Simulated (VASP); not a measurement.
# W4S (P6/mmm) in VASP: single point with PBE

Aim: the single point of W4S with PBE.

Program: VASP 6.6.1. These are calculated values, not measurements. Logs are shortened: lines on timing, memory, paths and dates and some standing lists are left out, and cuts for length are marked.

## (1) The cell of the first run

Symmetry: P6/mmm, No. 191, hexagonal system. The conventional cell has a = 5.167 Å, b = 5.167 Å, c = 7.939 Å, α = 90.00°, β = 90.00°, γ = 120.00°. Within 1.5 Å of W (site symmetry 6mm) lie 1 S at 1.11 Å. W (site symmetry -6m2) has 3 W at 2.98 Å within 3.9 Å. S (site symmetry 6/mmm) has 2 W at 1.11 Å within 1.5 Å.

The cell was generated, and may not be a known phase.

## (2) Single point, PBE, collinear spin

File INCAR:

```
SYSTEM = W4S
PREC = Accurate
ENCUT = 520
EDIFF = 1E-6
ISMEAR = 0
SIGMA = 0.1
LREAL = .False.
LASPH = .True.
NELM = 150
ALGO = Fast
ISIF = 2
LWAVE = .False.
LCHARG = .False.
ISPIN = 2
MAGMOM = -0.01 -0.01 0.75 0.75 -0.01
LORBIT = 11
LMAXMIX = 4
GGA = PE
NBANDS = 43
```

File KPOINTS:

```
regular mesh
0
Gamma
  6 6 2
  0 0 0
```

File POSCAR:

```
W4S
1.0
    5.1665115100      0.0000000000      0.0000000000
   -2.5832557600      4.4743302200      0.0000000000
    0.0000000000      0.0000000000      7.9385056300
W S
4 1
Direct
    0.0000000000      0.0000000000      0.3597838100
    0.0000000000      0.0000000000      0.6402161900
    0.3333333300      0.6666666700      0.0000000000
    0.6666666700      0.3333333300      0.0000000000
    0.0000000000      0.0000000000      0.5000000000
```

Potentials or basis: VASP PAW PBE potentials, release 64 (W_sv, S).

On the command line:

```sh
> cat potpaw_PBE.64/W_sv/POTCAR potpaw_PBE.64/S/POTCAR > POTCAR
> mpirun -np 1 vasp_std > vasp.out
```

OUTCAR:

```text
SYSTEM = W4S
   PREC = Accurate
   ENCUT = 520
   EDIFF = 1E-6
   ISMEAR = 0
   LREAL = .False.
   LASPH = .True.
   NELM = 150
   ISIF = 2
   ISPIN = 2
   LORBIT = 11
   GGA = PE

 ion  position               nearest neighbor table
   1  0.000  0.000  0.360-   5 1.11   2 2.23
   2  0.000  0.000  0.640-   5 1.11   1 2.23
   3  0.333  0.667  0.000-   4 2.98   4 2.98   4 2.98
   4  0.667  0.333  0.000-   3 2.98   3 2.98   3 2.98
   5  0.000  0.000  0.500-   1 1.11   2 1.11

 -----------------------------------------------------------------------------
|                                                                             |
|           W    W    AA    RRRRR   N    N  II  N    N   GGGG   !!!           |
|           W    W   A  A   R    R  NN   N  II  NN   N  G    G  !!!           |
|           W    W  A    A  R    R  N N  N  II  N N  N  G       !!!           |
|           W WW W  AAAAAA  RRRRR   N  N N  II  N  N N  G  GGG   !            |
|           WW  WW  A    A  R   R   N   NN  II  N   NN  G    G                |
|           W    W  A    A  R    R  N    N  II  N    N   GGGG   !!!           |
|                                                                             |
|     The distance between some ions is very small. Please check the          |
|     nearest-neighbor list in the OUTCAR file.                               |
|     I HOPE YOU KNOW WHAT YOU ARE DOING!                                     |
|                                                                             |
 -----------------------------------------------------------------------------

  LATTYP: Found a hexagonal cell.
 ALAT       =     5.1665115100
 C/A-ratio  =     1.5365311032

  Lattice vectors:

 A1 = (   5.1665115100,   0.0000000000,   0.0000000000)
 A2 = (  -2.5832557600,   4.4743302200,   0.0000000000)
 A3 = (   0.0000000000,   0.0000000000,   7.9385056300)

Analysis of symmetry for initial positions (statically):
=====================================================================
 Subroutine PRICEL returns:
 Original cell was already a primitive cell.

 Routine SETGRP: Setting up the symmetry group for a
 hexagonal supercell.

 Subroutine GETGRP returns: Found 24 space group operations
 (whereof 24 operations were pure point group operations)
 out of a pool of 24 trial point group operations.

The static configuration has the point symmetry D_6h.

Analysis of symmetry for dynamics (positions and initial velocities):
=====================================================================
 Subroutine PRICEL returns:
 Original cell was already a primitive cell.

 Routine SETGRP: Setting up the symmetry group for a
 hexagonal supercell.

 Subroutine GETGRP returns: Found 24 space group operations
 (whereof 24 operations were pure point group operations)
 out of a pool of 24 trial point group operations.

The dynamic configuration has the point symmetry D_6h.

Analysis of structural, dynamic, and magnetic symmetry:
=====================================================================
 Subroutine PRICEL returns:
 Original cell was already a primitive cell.

 Routine SETGRP: Setting up the symmetry group for a
 hexagonal supercell.

 Subroutine GETGRP returns: Found 24 space group operations
 (whereof 24 operations were pure point group operations)
 out of a pool of 24 trial point group operations.

The overall configuration has the point symmetry D_6h.

 Subroutine INISYM returns: Found 24 space group operations
 (whereof 24 operations are pure point group operations),
 and found     1 'primitive' translations

----------------------------------------------------------------------------------------

                                     Primitive cell

  volume of cell :     183.5119

  direct lattice vectors                    reciprocal lattice vectors
     5.166511510  0.000000000  0.000000000     0.193554200  0.111748569  0.000000000
    -2.583255760  4.474330220  0.000000000     0.000000000  0.223497138  0.000000000
     0.000000000  0.000000000  7.938505630     0.000000000  0.000000000  0.125968293

  length of vectors
     5.166511510  5.166511515  7.938505630     0.223497139  0.223497138  0.125968293

  position of ions in fractional coordinates (direct lattice)
     0.000000000  0.000000000  0.359783810
     0.000000000  0.000000000  0.640216190
     0.333333330  0.666666670  0.000000000
     0.666666670  0.333333330  0.000000000
     0.000000000  0.000000000  0.500000000

  ion indices of the primitive-cell ions
   primitive index   ion index
                 1           1
                 2           2
                 3           3
                 4           4
                 5           5

----------------------------------------------------------------------------------------

 KPOINTS: regular mesh

Automatic generation of k-mesh.
 Grid dimensions read from file:
 generate k-points for:    6    6    2

 Generating k-lattice:

  Cartesian coordinates                     Fractional coordinates (reciprocal lattice)
     0.032259033  0.018624762  0.000000000     0.166666667 -0.000000000  0.000000000
     0.000000000  0.037249523  0.000000000     0.000000000  0.166666667  0.000000000
     0.000000000  0.000000000  0.062984146     0.000000000  0.000000000  0.500000000

  Length of vectors
     0.037249523  0.037249523  0.062984146

  Shift w.r.t. Gamma in fractional coordinates (k-lattice)
     0.000000000  0.000000000  0.000000000

 Subroutine IBZKPT returns following result:
 ===========================================

 Found     14 irreducible k-points:

 Following reciprocal coordinates:
            Coordinates               Weight
  0.000000  0.000000  0.000000      1.000000
  0.166667  0.000000  0.000000      6.000000
  0.333333  0.000000  0.000000      6.000000
  0.500000  0.000000  0.000000      3.000000
  0.166667  0.166667  0.000000      6.000000
  0.333333  0.166667  0.000000     12.000000
  0.333333  0.333333  0.000000      2.000000
  0.000000  0.000000  0.500000      1.000000
  0.166667  0.000000  0.500000      6.000000
  0.333333  0.000000  0.500000      6.000000
  0.500000  0.000000  0.500000      3.000000
  0.166667  0.166667  0.500000      6.000000
  0.333333  0.166667  0.500000     12.000000
  0.333333  0.333333  0.500000      2.000000
   k-points           NKPTS =     14   k-points in BZ     NKDIM =     14   number of bands    NBANDS=     43
   number of dos      NEDOS =    301   number of ions     NIONS =      5
   total plane-waves  NPLWV =  96000
   dimension x,y,z NGX =    40 NGY =   40 NGZ =   60
   dimension x,y,z NGXF=    80 NGYF=   80 NGZF=  120
   ions per type =               4   1
   NGX,Y,Z   is equivalent  to a cutoff of  12.87, 12.87, 12.57 a.u.
   NGXF,Y,Z  is equivalent  to a cutoff of  25.74, 25.74, 25.13 a.u.
 SYSTEM =  W4S
   PREC   = accura    normal or accurate (medium, high low for compatibility)
   ISTART =      0    job   : 0-new  1-cont  2-samecut
   ICHARG =      2    charge: 1-file 2-atom 10-const
   ISPIN  =      2    spin polarized calculation?
   LNONCOLLINEAR =      F non collinear calculations
   LSORBIT =      F    spin-orbit coupling
   LASPH  =      T    aspherical Exc in radial PAW
   ENCUT  =  520.0 eV  38.22 Ry    6.18 a.u.   9.61  9.61 14.76*2*pi/ulx,y,z
   NELM   =    150;   NELMIN=  2; NELMDL= -5     # of ELM steps
   EDIFF  = 0.1E-05   stopping-criterion for ELM
   LREAL  =      F    real-space projection
   EDIFFG = 0.1E-04   stopping-criterion for IOM
   NSW    =      0    number of steps for IOM
   IBRION =     -1    ionic relax: 0-MD 1-quasi-New 2-CG
   NFREE  =      0    steps in history (QN), initial steepest desc. (CG)
   ISIF   =      2    stress and relaxation
   ISYM   =      2    0-nonsym 1-usesym 2-fastsym
   POTIM  = 0.5000    time-step for ionic-motion
   TEBEG  =    0.0;   TEEND  =   0.0 temperature during run
   PSTRESS=    0.0 pullay stress
   NELECT =      62.0000    total number of electrons
   NUPDOWN=      -1.0000    fix difference up-down
   EMIN   =  10.00;   EMAX   =-10.00  energy-range for DOS
   EFERMI =   0.00;   METHOD = LEGACY
   ISMEAR =     0;   SIGMA  =   0.10  broadening in eV -4-tet -1-fermi 0-gaus
   EFERMI_NEDOS =   21; number of points for ismear=-14 and -15
   IALGO  =     68    algorithm
   IMIX   =      4    mixing-type and parameters
     AMIX     =   0.40;   BMIX     =  1.00
     AMIX_MAG =   1.60;   BMIX_MAG =  1.00
  volume/ion in A,a.u.               =      36.70       247.68
  Fermi-wavevector in a.u.,A,eV,Ry     =   1.140208  2.154680 17.688577  1.300074
  Thomas-Fermi vector in A             =   2.276910
   LORBIT       =     11    0 simple, 1 ext, 2 COOP (PROOUT), +10 PAW based schemes
   GGA     = PE    functional components
   LHFCALC =     F    Hartree Fock is set to
   AEXX    =    0.0000 exact exchange contribution
   IVDW    =     0    specifies the selected vdW correction
   LEPSILON=     F    determine dielectric tensor
   LRPA    =     F    only Hartree local field effects (RPA)
 spin polarized calculation
 RMM-DIIS sequential band-by-band and
 Gauss-broadening in eV      SIGMA  =   0.10
  energy-cutoff  :      520.00
  volume of cell :      183.51
 maximum number of plane-waves:      4973
 NGX is ok and might be reduce to    40
   NGX = 19   NGY = 19   NGZ = 29

 number of electron      61.9999998 magnetization       0.0316846

 number of electron      61.9999998 magnetization      -0.0873097

 Free energy of the ion-electron system (eV)
  ---------------------------------------------------
  ext. energy  EPLUGINS =         0.00000000
  ---------------------------------------------------
  free energy    TOTEN  =       102.73433928 eV

  energy without entropy =      102.75891307  energy(sigma->0) =      102.74662618

 E-fermi :   1.5503     XC(G=0):  -7.9800

 val. band max:        1.5358732234   @ k =   0.3333   0.3333   0.0000
 cond. band min:       1.5535200535   @ k =   0.0000   0.0000   0.5000
 fundamental gap:      0.0176468301
 Fermi energy:         1.5502920338

 spin component 1

 k-point     1 :       0.0000    0.0000    0.0000
  band No.  band energies     occupation
      1     -77.2409      1.00000
      2     -75.4450      1.00000
      3     -72.5456      1.00000
      4     -72.5182      1.00000
      5     -44.6889      1.00000
      6     -41.9079      1.00000
[... 35 lines left out ...]
     42       8.1764      0.00000
     43       8.6639      0.00000
[... 556 lines left out ...]
      2     -75.4450      1.00000
      3     -72.5319      1.00000
      4     -72.5319      1.00000
      5     -44.6890      1.00000
      6     -41.9079      1.00000
[... 35 lines left out ...]
     42       4.7821      0.00000
     43       7.2619      0.00000
 Fermi energy:         1.5502920338

 spin component 2

 k-point     1 :       0.0000    0.0000    0.0000
  band No.  band energies     occupation
      1     -77.2405      1.00000
      2     -75.4445      1.00000
      3     -72.5606      1.00000
      4     -72.5332      1.00000
      5     -44.6881      1.00000
      6     -41.9070      1.00000
[... 35 lines left out ...]
     42       8.1620      0.00000
     43       8.5972      0.00000
[... 557 lines left out ...]
      3     -72.5469      1.00000
      4     -72.5469      1.00000
      5     -44.6881      1.00000
      6     -41.9071      1.00000
[... 35 lines left out ...]
     42       4.7681      0.00000
     43       7.2631      0.00000

------------------------ aborting loop because EDIFF is reached ----------------------------------------

  FORCE on cell =-STRESS in cart. coord.  units (eV):
  Direction    XX          YY          ZZ          XY          YZ          ZX
  --------------------------------------------------------------------------------------
  -------------------------------------------------------------------------------------
  Total      -17.0128814    -17.0128815    591.6474848      0.0000000      0.0000000      0.0000000
  in kB     -148.5334491   -148.5334493   5165.4648828      0.0000002      0.0000000      0.0000000
  external PRESSURE =    1622.7993281 kB  Pullay stress =       0.0000000 kB

 VOLUME and BASIS-vectors are now :
 -----------------------------------------------------------------------------
  energy-cutoff  :      520.00
  volume of cell :      183.51
      direct lattice vectors                 reciprocal lattice vectors
     5.166511510  0.000000000  0.000000000     0.193554200  0.111748569  0.000000000
    -2.583255760  4.474330220  0.000000000     0.000000000  0.223497138  0.000000000
     0.000000000  0.000000000  7.938505630     0.000000000  0.000000000  0.125968293

 POSITION                                       TOTAL-FORCE (eV/Angst)
 -----------------------------------------------------------------------------------
      0.00000      0.00000      2.85615         0.000000      0.000000   -269.390922
      0.00000      0.00000      5.08236         0.000000      0.000000    269.390922
     -0.00000      2.98289      0.00000        -0.000000     -0.000000     -0.000000
      2.58326      1.49144      0.00000         0.000000     -0.000000      0.000000
      0.00000      0.00000      3.96925         0.000000      0.000000      0.000000
 -----------------------------------------------------------------------------------
    total drift:                                0.000000     -0.000000      0.000000

  FREE ENERGIE OF THE ION-ELECTRON SYSTEM (eV)
  ---------------------------------------------------
  free  energy   TOTEN  =       102.7343392759 eV

  energy  without entropy=      102.7589130743  energy(sigma->0) =      102.74662618

 total charge

# of ion       s       p       d       tot
------------------------------------------
    1        2.430   6.260   6.123  14.813
    2        2.430   6.260   6.123  14.813
    3        2.400   6.023   3.150  11.573
    4        2.400   6.023   3.150  11.573
    5        1.461   3.508   0.000   4.968
--------------------------------------------------
tot         11.120  28.073  18.547  57.740

 magnetization (x)

# of ion       s       p       d       tot
------------------------------------------
    1        0.001  -0.000   0.001   0.002
    2        0.001  -0.000   0.001   0.002
    3       -0.002  -0.000  -0.030  -0.032
    4       -0.002  -0.000  -0.030  -0.032
    5        0.000   0.000   0.000   0.000
--------------------------------------------------
tot         -0.002   0.000  -0.059  -0.060
```

Wall time 20 min (1 thread of Oxide Virtual Turin-like, shared host); peak memory 0.44 GiB.

Results:

```
Free energy                                           : 102.7343 eV
Pressure                                              : 162.3 GPa
Largest force                                         : 269.391 eV/Å
Net moment                                            : -0.09 μB per cell
Site moments                                          : W +0.00, -0.03 (each value once); S +0.00 μB
Valence electrons inside the program's atomic spheres : W 14.81, 11.57 (each value once); S 4.97
```

Forces in eV/Å, atoms in the order of the input:
```
W      0.000    0.000 -269.391
W      0.000    0.000  269.391
W      0.000    0.000    0.000
W      0.000    0.000    0.000
S      0.000    0.000    0.000
```

Stress tensor (GPa, compression positive):
```
-14.85   0.00   0.00
  0.00 -14.85   0.00
  0.00   0.00 516.55
```

Levels at points of the mesh, in eV from the Fermi level:
Spin up:
| k point | band 27 | band 28 | band 29 | band 30 | band 31 | band 32 | band 33 | band 34 | band 35 | band 36 |
| --- | --- | --- | --- | --- | --- | --- | --- | --- | --- | --- |
| (0.00, 0.00, 0.00) | -0.47 | -0.47 | -0.18 | -0.13 | -0.13 | 0.04 | 0.04 | 0.30 | 0.87 | 1.39 |
| (0.50, 0.00, 0.00) | -0.85 | -0.81 | -0.53 | -0.25 | -0.15 | 0.28 | 0.59 | 0.76 | 1.44 | 1.52 |
| (0.00, 0.00, 0.50) | -0.35 | -0.35 | -0.15 | -0.15 | 0.03 | 0.17 | 0.17 | 0.88 | 1.27 | 1.27 |
| (0.50, 0.00, 0.50) | -1.06 | -0.84 | -0.74 | -0.22 | -0.06 | 0.04 | 0.08 | 0.60 | 1.68 | 1.75 |
Spin down:
```
           k point  band 29  band 30  band 31  band 32  band 33  band 34
(0.00, 0.00, 0.00)    -0.24    -0.14    -0.14     0.03     0.03     0.30
(0.50, 0.00, 0.00)    -0.55    -0.31    -0.15     0.23     0.57     0.72
(0.00, 0.00, 0.50)    -0.16    -0.16     0.00     0.16     0.16     0.79
(0.50, 0.00, 0.50)    -0.75    -0.23    -0.07    -0.04     0.06     0.55
```

Caveat: the k points lie up to 0.40 Å⁻¹ apart; atoms lie so close that the PAW spheres overlap strongly, which falsifies energies and pressures; spin-orbit coupling is left out, which moves the levels of the heavy elements; forces of over 1 eV/Å act on the atoms, so gaps and moduli don't describe the material at rest.
